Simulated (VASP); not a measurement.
# Se (Cmcm) in VASP: further runs

Se is run at these levels: PBE; tasks: single point.

All numbers are computed with VASP 6.6.1; they aren't measurements. Logs are shortened: lines on timing, memory, paths and dates and some standing lists are left out, and cuts for length are marked.

## (1) The cell of the first run

Symmetry: Cmcm, No. 63, orthorhombic system. The conventional cell has a = 2.779 Å, b = 8.909 Å, c = 4.717 Å, α = 90.00°, β = 90.00°, γ = 90.00°. Se (site symmetry m2m) has 4 Se at 2.57 to 2.78 Å within 3.4 Å.

## (2) Single point, PBE

INCAR

```
SYSTEM = Se
PREC = Accurate
ENCUT = 520
EDIFF = 1E-6
ISMEAR = 0
SIGMA = 0.1
LREAL = .FALSE.
LASPH = .TRUE.
NELM = 60
ALGO = Normal
ISIF = 2
LWAVE = .FALSE.
LCHARG = .FALSE.
GGA = PE
NBANDS = 13
```

KPOINTS

```
Automatic mesh
0
G
  16 16 10
  0 0 0
```

POSCAR

```
Se
1.0
    1.3892911734     -4.4545295802      0.0000000000
    1.3892911734      4.4545295802      0.0000000000
    0.0000000000      0.0000000000      4.7167054085
Se
2
Direct
    0.9433303675      0.0566696325      0.2500000000
    0.0566696325      0.9433303675      0.7500000000
```

Potentials or basis: VASP PAW PBE potentials, release 64 (Se).

On the command line:

```sh
$ cat potpaw_PBE.64/Se/POTCAR > POTCAR
$ mpirun -np 1 vasp_std > vasp.out
```

OUTCAR:

```text
SYSTEM = Se
   PREC = Accurate
   ENCUT = 520
   EDIFF = 1E-6
   ISMEAR = 0
   LREAL = .FALSE.
   LASPH = .TRUE.
   NELM = 60
   ISIF = 2
   GGA = PE

 ion  position               nearest neighbor table
   1  0.943  0.057  0.250-   2 2.57   2 2.57
   2  0.057  0.943  0.750-   1 2.57   1 2.57

  LATTYP: Found a base centered orthorhombic cell.
 ALAT       =     2.7785823468
 B/A-ratio  =     3.2063326000
 C/A-ratio  =     1.6975222685

  Lattice vectors:

 A1 = (   1.3892911734,  -4.4545295802,   0.0000000000)
 A2 = (   1.3892911734,   4.4545295802,   0.0000000000)
 A3 = (   0.0000000000,   0.0000000000,   4.7167054085)

Analysis of symmetry for initial positions (statically):
=====================================================================
 Subroutine PRICEL returns:
 Original cell was already a primitive cell.

 Routine SETGRP: Setting up the symmetry group for a
 base centered orthorhombic supercell.

 Subroutine GETGRP returns: Found  8 space group operations
 (whereof  4 operations were pure point group operations)
 out of a pool of  8 trial point group operations.

The static configuration has the point symmetry C_2h.
 The point group associated with its full space group is D_2h.

Analysis of symmetry for dynamics (positions and initial velocities):
=====================================================================
 Subroutine PRICEL returns:
 Original cell was already a primitive cell.

 Routine SETGRP: Setting up the symmetry group for a
 base centered orthorhombic supercell.

 Subroutine GETGRP returns: Found  8 space group operations
 (whereof  4 operations were pure point group operations)
 out of a pool of  8 trial point group operations.

The dynamic configuration has the point symmetry C_2h.
 The point group associated with its full space group is D_2h.

 Subroutine INISYM returns: Found  8 space group operations
 (whereof  4 operations are pure point group operations),
 and found     1 'primitive' translations

----------------------------------------------------------------------------------------

                                     Primitive cell

  volume of cell :      58.3800

  direct lattice vectors                    reciprocal lattice vectors
     1.389291173 -4.454529580  0.000000000     0.359895758 -0.112245298  0.000000000
     1.389291173  4.454529580  0.000000000     0.359895758  0.112245298  0.000000000
     0.000000000  0.000000000  4.716705409     0.000000000  0.000000000  0.212012393

  length of vectors
     4.666150849  4.666150849  4.716705409     0.376993320  0.376993320  0.212012393

  position of ions in fractional coordinates (direct lattice)
     0.943330368  0.056669632  0.250000000
     0.056669632  0.943330368  0.750000000

  ion indices of the primitive-cell ions
   primitive index   ion index
                 1           1
                 2           2

----------------------------------------------------------------------------------------

 KPOINTS: Automatic mesh

Automatic generation of k-mesh.
 Grid dimensions read from file:
 generate k-points for:   16   16   10

 Generating k-lattice:

  Cartesian coordinates                     Fractional coordinates (reciprocal lattice)
     0.022493485 -0.007015331  0.000000000     0.062500000  0.000000000  0.000000000
     0.022493485  0.007015331  0.000000000     0.000000000  0.062500000  0.000000000
     0.000000000  0.000000000  0.021201239     0.000000000  0.000000000  0.100000000

  Length of vectors
     0.023562083  0.023562083  0.021201239

  Shift w.r.t. Gamma in fractional coordinates (k-lattice)
     0.000000000  0.000000000  0.000000000

 Subroutine IBZKPT returns following result:
 ===========================================

 Found    438 irreducible k-points:

 Following reciprocal coordinates:
            Coordinates               Weight
  0.000000  0.000000  0.000000      1.000000
  0.062500 -0.000000  0.000000      4.000000
  0.125000 -0.000000  0.000000      4.000000
  0.187500  0.000000  0.000000      4.000000
  0.250000 -0.000000  0.000000      4.000000
  0.312500  0.000000  0.000000      4.000000
[... 16 lines left out ...]
 -0.125000  0.062500  0.000000      4.000000
 -0.062500  0.062500  0.000000      2.000000
 [... further k-points ...]
   k-points           NKPTS =    438   k-points in BZ     NKDIM =    438   number of bands    NBANDS=     13
   number of dos      NEDOS =    301   number of ions     NIONS =      2
   total plane-waves  NPLWV =  46656
   dimension x,y,z NGX =    36 NGY =   36 NGZ =   36
   dimension x,y,z NGXF=    72 NGYF=   72 NGZF=   72
   ions per type =               2
   NGX,Y,Z   is equivalent  to a cutoff of  12.83, 12.83, 12.69 a.u.
   NGXF,Y,Z  is equivalent  to a cutoff of  25.65, 25.65, 25.38 a.u.
 SYSTEM =  Se
   PREC   = accura    normal or accurate (medium, high low for compatibility)
   ISTART =      0    job   : 0-new  1-cont  2-samecut
   ICHARG =      2    charge: 1-file 2-atom 10-const
   ISPIN  =      1    spin polarized calculation?
   LNONCOLLINEAR =      F non collinear calculations
   LSORBIT =      F    spin-orbit coupling
   LASPH  =      T    aspherical Exc in radial PAW
   ENCUT  =  520.0 eV  38.22 Ry    6.18 a.u.   8.68  8.68  8.77*2*pi/ulx,y,z
   NELM   =     60;   NELMIN=  2; NELMDL= -5     # of ELM steps
   EDIFF  = 0.1E-05   stopping-criterion for ELM
   LREAL  =      F    real-space projection
   EDIFFG = 0.1E-04   stopping-criterion for IOM
   NSW    =      0    number of steps for IOM
   IBRION =     -1    ionic relax: 0-MD 1-quasi-New 2-CG
   NFREE  =      0    steps in history (QN), initial steepest desc. (CG)
   ISIF   =      2    stress and relaxation
   ISYM   =      2    0-nonsym 1-usesym 2-fastsym
   POTIM  = 0.5000    time-step for ionic-motion
   TEBEG  =    0.0;   TEEND  =   0.0 temperature during run
   PSTRESS=    0.0 pullay stress
   NELECT =      12.0000    total number of electrons
   NUPDOWN=      -1.0000    fix difference up-down
   EMIN   =  10.00;   EMAX   =-10.00  energy-range for DOS
   EFERMI =   0.00;   METHOD = LEGACY
   ISMEAR =     0;   SIGMA  =   0.10  broadening in eV -4-tet -1-fermi 0-gaus
   EFERMI_NEDOS =   21; number of points for ismear=-14 and -15
   IALGO  =     38    algorithm
   IMIX   =      4    mixing-type and parameters
     AMIX     =   0.40;   BMIX     =  1.00
     AMIX_MAG =   1.60;   BMIX_MAG =  1.00
  volume/ion in A,a.u.               =      29.19       196.98
  Fermi-wavevector in a.u.,A,eV,Ry     =   0.966156  1.825770 12.700461  0.933458
  Thomas-Fermi vector in A             =   2.095934
   LORBIT       =      0    0 simple, 1 ext, 2 COOP (PROOUT), +10 PAW based schemes
   GGA     = PE    functional components
   LHFCALC =     F    Hartree Fock is set to
   AEXX    =    0.0000 exact exchange contribution
   IVDW    =     0    specifies the selected vdW correction
   LEPSILON=     F    determine dielectric tensor
   LRPA    =     F    only Hartree local field effects (RPA)
 non-spin polarized calculation
 Gauss-broadening in eV      SIGMA  =   0.10
  energy-cutoff  :      520.00
  volume of cell :       58.38
 maximum number of plane-waves:      1601
   NGX = 17   NGY = 17   NGZ = 17

 number of electron      12.0000000 magnetization

 Free energy of the ion-electron system (eV)
  ---------------------------------------------------
  ext. energy  EPLUGINS =         0.00000000
  ---------------------------------------------------
  free energy    TOTEN  =        -6.70217237 eV

  energy without entropy =       -6.70053551  energy(sigma->0) =       -6.70135394

 E-fermi :   2.2280     XC(G=0):  -8.4549

 val. band max:        2.2167800878   @ k =   0.3750   0.3750   0.0000
 cond. band min:       2.2688508636   @ k =   0.3125   0.0625   0.3000
 fundamental gap:      0.0520707758
 Fermi energy:         2.2279923003

 k-point     1 :       0.0000    0.0000    0.0000
  band No.  band energies     occupation
      1     -13.3977      2.00000
      2      -9.7924      2.00000
      3      -4.0757      2.00000
      4      -0.3497      2.00000
      5       0.0374      2.00000
      6       4.3052      0.00000
      7       4.5001      0.00000
      8       6.7869      0.00000
      9       7.0223      0.00000
     10       9.4293      0.00000
     11      11.1249      0.00000
     12      11.3686      0.00000
     13      15.3125      0.00000

 k-point     2 :       0.0625   -0.0000    0.0000
  band No.  band energies     occupation
      1     -13.3377      2.00000
      2      -9.7334      2.00000
      3      -4.0218      2.00000
      4      -0.3376      2.00000
      5       0.1240      2.00000
      6       3.8781      0.00000
      7       4.3446      0.00000
      8       6.2807      0.00000
      9       7.1075      0.00000
     10       9.5272      0.00000
     11      11.1952      0.00000
     12      12.1020      0.00000
     13      15.5248      0.00000

 k-point     3 :       0.1250   -0.0000    0.0000
  band No.  band energies     occupation
      1     -13.1603      2.00000
      2      -9.5583      2.00000
      3      -3.8634      2.00000
      4      -0.2732      2.00000
      5       0.3457      2.00000
      6       2.5069      0.00008
      7       4.4613      0.00000
      8       5.0781      0.00000
      9       7.3576      0.00000
     10       9.8063      0.00000
     11      11.3675      0.00000
     12      13.7916      0.00000
     13      14.1453      0.00000
[... 305 lines left out ...]
 k-point    23 :      -0.1250    0.0625    0.0000
  band No.  band energies     occupation
      1     -13.3298      2.00000
      2      -9.7399      2.00000
      3      -4.0120      2.00000
      4      -0.5548      2.00000
      5       0.2718      2.00000
      6       3.8713      0.00000
      7       4.2641      0.00000
      8       6.2839      0.00000
      9       7.2185      0.00000
     10       9.7640      0.00000
     11      11.3452      0.00000
     12      12.0860      0.00000
     13      15.5642      0.00000

 k-point    24 :      -0.0625    0.0625    0.0000
  band No.  band energies     occupation
      1     -13.3937      2.00000
      2      -9.7957      2.00000
      3      -4.0707      2.00000
      4      -0.4904      2.00000
      5       0.1429      2.00000
      6       4.2632      0.00000
      7       4.4971      0.00000
      8       6.7886      0.00000
      9       7.0752      0.00000
     10       9.5513      0.00000
     11      11.2024      0.00000
     12      11.3605      0.00000
     13      15.3232      0.00000

 [... further k-points ...]
[... 5 lines left out ...]
  --------------------------------------------------------------------------------------
  -------------------------------------------------------------------------------------
  Total        0.0112549      0.0163002      0.0306595      0.0000000     -0.0000000      0.0000000
  in kB        0.3088785      0.4473411      0.8414173      0.0000000     -0.0000000      0.0000000
  external PRESSURE =       0.5325456 kB  Pullay stress =       0.0000000 kB

 VOLUME and BASIS-vectors are now :
 -----------------------------------------------------------------------------
  energy-cutoff  :      520.00
  volume of cell :       58.38
      direct lattice vectors                 reciprocal lattice vectors
     1.389291173 -4.454529580  0.000000000     0.359895758 -0.112245298  0.000000000
     1.389291173  4.454529580  0.000000000     0.359895758  0.112245298  0.000000000
     0.000000000  0.000000000  4.716705409     0.000000000  0.000000000  0.212012393

 POSITION                                       TOTAL-FORCE (eV/Angst)
 -----------------------------------------------------------------------------------
      1.38929     -3.94966      1.17918         0.000000      0.004478     -0.000000
      1.38929      3.94966      3.53753         0.000000     -0.004478      0.000000
 -----------------------------------------------------------------------------------
    total drift:                                0.000000     -0.000000     -0.000000

  FREE ENERGIE OF THE ION-ELECTRON SYSTEM (eV)
  ---------------------------------------------------
  free  energy   TOTEN  =        -6.7021723655 eV

  energy  without entropy=       -6.7005355065  energy(sigma->0) =       -6.70135394
```

Run time: 5.2 min. Hardware: 1 thread of Intel Xeon 8259CL, shared host; peak memory 0.41 GiB.

Results:

| Property | Result |
| --- | --- |
| Free energy | -6.7022 eV |
| Pressure | 0.1 GPa |
| Largest force | 0.004 eV/Å |
| Band gap on the k mesh | zero (bands 6 and 7 overlap by 3.58 eV) |

Forces in eV/Å, atoms in the order of the input:
```
Se   0.000  0.004  0.000
Se   0.000 -0.004  0.000
```

## (3) Single point, PBE

INCAR

```
  ALGO = Normal
  EDIFF = 1E-6
  ENCUT = 520
  GGA = PE
  ISIF = 2
  ISMEAR = 0
  LASPH = True
  LCHARG = True
  LELF = True
  LREAL = False
  LVHAR = True
  LWAVE = False
  NBANDS = 13
  NELM = 100
  PREC = Accurate
  SIGMA = 0.1
```

KPOINTS

```
k-points
0
Gamma
  16 16 10
```

POSCAR is that of step 2.

Potentials or basis: VASP PAW PBE potentials, release 64 (Se).

On the command line:

```sh
$ cat potpaw_PBE.64/Se/POTCAR > POTCAR
$ mpirun -np 1 vasp_std > vasp.out
```

It took 4.5 min on 1 thread of Intel Xeon 8259CL, shared host; peak memory 0.41 GiB.

Results (log left out):

| Item | Value |
| --- | --- |
| Free energy | -6.7022 eV |
| Pressure | 0.1 GPa |
| Largest force | 0.004 eV/Å |
| Band gap on the k mesh | zero (bands 6 and 7 overlap by 3.58 eV) |

Forces on the atoms (eV/Å):
```
Se   0.000  0.004  0.000
Se   0.000 -0.004  0.000
```

Levels at points of the mesh, in eV from the Fermi level:
```
           k point  band 4  band 5  band 6  band 7  band 8  band 9
(0.00, 0.00, 0.00)   -2.58   -2.19    2.08    2.27    4.56    4.79
(0.50, 0.00, 0.00)   -4.45   -3.58   -1.08   -0.13    3.46    4.91
(0.50, 0.50, 0.00)   -3.86   -1.91    1.14    2.20    4.60    8.84
(0.00, 0.00, 0.50)   -3.88    0.20    0.20    3.27    3.27    4.69
(0.50, 0.00, 0.50)   -5.25   -2.29   -2.29    2.26    2.26    5.52
(0.50, 0.50, 0.50)   -4.72    0.60    0.60    3.23    3.23    7.40
```

The gap in the log of VASP goes by the Fermi energy; the results here count the filled bands.